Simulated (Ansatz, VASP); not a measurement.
**SiC2: VASP beside Ansatz**

INCAR

```
SYSTEM = SiC2
PREC     = Accurate       ! precision mode
ENCUT    = 520            ! plane-wave cutoff, eV
EDIFF    = 1E-6           ! SCF threshold, eV
ISMEAR   = 0              ! smearing method
SIGMA    = 0.1            ! smearing width, eV
LREAL    = .False.        ! projectors in reciprocal space
LASPH    = .True.         ! aspherical terms in the spheres
NELM     = 150            ! most SCF steps
ALGO     = Normal         ! electronic algorithm
ISIF     = 2              ! what is computed and relaxed
LWAVE    = .False.        ! write WAVECAR
LCHARG   = .True.         ! write CHGCAR
ISPIN    = 2              ! spin polarisation
MAGMOM   = 0 1 1          ! initial moments
LORBIT   = 11             ! projections on sites
GGA      = PE             ! functional
LELF     = .True.         ! ELF
LVHAR    = .True.       
NBANDS   = 17             ! bands
```

KPOINTS

```
regular mesh
0
Gamma
  6 6 6
  0 0 0
```

Contents of POSCAR:

```
SiC2
1.0
    1.3878108000      0.8012529400      3.5591314400
   -1.3878108000      0.8012529400      3.5591314400
    0.0000000000     -1.6025058800      3.5591314400
Si C
1 2
Direct
    0.0000000000      0.0000000000      0.0000000000
    0.4160641100      0.4160641100      0.4160641100
    0.5839358900      0.5839358900      0.5839358900
```

Input for Ansatz:

```yaml
crystal:
  lattice:
    - [1.3878108, 0.80125294, 3.55913144]
    - [-1.3878108, 0.80125294, 3.55913144]
    - [0.0, -1.60250588, 3.55913144]
  atoms:
    - { symbol: Si, position: [0.0, 0.0, 0.0] }
    - { symbol: C, position: [0.41606411, 0.41606411, 0.41606411], spin: 1.0 }
    - { symbol: C, position: [0.58393589, 0.58393589, 0.58393589], spin: 1.0 }
basis:
  ecutwfc: 420
kpoints:
  mp_grid: { grid: [6, 6, 6] }
hamiltonian:
  xc: pbe
scf:
  occupations: { method: gaussian, width: 0.1 }
  lower_state_search: "off"
output:
  forces: true
  stress: true
  eigenvalues: true
  populations: true
magnetization:
  spin_polarized: true
```

Alike in both runs: task single point; functional PBE; k mesh 6 × 6 × 6; occupations gaussian, width 0.1 eV; collinear spin.

|  | VASP | Ansatz |
| --- | --- | --- |
| version | VASP 6.6.1 | Ansatz 0.2.0 |
| potentials or method | VASP PAW PBE potentials, release 64 (Si, C), cutoff 520 eV | scalar-relativistic, plane waves, PAW |
| valence electrons in the cell | 12 | 12 |

|  | VASP | Ansatz | Ansatz less VASP |
| --- | --- | --- | --- |
| gap on the k mesh at the Fermi level (eV) | none | none | - |
| rms of the force components (eV/Å) | 4.278 | 4.282 | +0.0039 |
| net moment per atom (μB) | 0.00 | 0.00 | 0.000 |

Atom by atom the forces differ by 0.004 eV/Å (rms over components). A gap of «none» marks a metal or a gap that the smearing closes. With one functional, cell and mesh, what is left measures potentials, basis and numerics. Ansatz's warnings: seeded moment not kept.

The k mesh is coarse, so the values compare programs but aren't converged.
